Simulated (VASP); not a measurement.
A run of VASP 6.6.1:

File INCAR:

```
SYSTEM = AlN
PREC = Accurate ; ENCUT = 520
EDIFF = 1E-7 ; ISMEAR = 0
SIGMA = 0.05 ; LREAL = .FALSE.
LASPH = .TRUE. ; NELM = 80
ALGO = Normal ; ISIF = 2
LWAVE = .FALSE. ; LCHARG = .FALSE.
GGA = PS ; NBANDS = 16
```

File KPOINTS:

```
Automatic mesh
0
G
  9 9 6
  0 0 0
```

Contents of POSCAR:

```
AlN
1.0
    3.3512254781      0.0000000000      0.0000000000
   -1.6756127390      2.9022463978      0.0000000000
    0.0000000000      0.0000000000      4.2899103548
Al N
2 2
Direct
    0.3333333333      0.6666666667      0.0000000000
    0.6666666667      0.3333333333      0.5000000000
    0.3333333333      0.6666666667      0.3850000000
    0.6666666667      0.3333333333      0.8850000000
```

Potentials or basis: VASP PAW PBE potentials, release 64 (Al, N).

Launch:

```console
$ cat potpaw_PBE.64/Al/POTCAR potpaw_PBE.64/N/POTCAR > POTCAR
$ mpirun -np 1 vasp_std > vasp.out
```

Hardware: 1 thread of Intel(R) Xeon(R) Platinum 8375C CPU @ 2.90GHz (Ice Lake), on a shared host.

Q: Estimate the wall time of this run.

A: Wall time 39 s on 1 thread of Intel(R) Xeon(R) Platinum 8375C CPU @ 2.90GHz (Ice Lake), on a shared host, peak memory 0.17 GiB. Counts: scf iterations 14, k points 48.
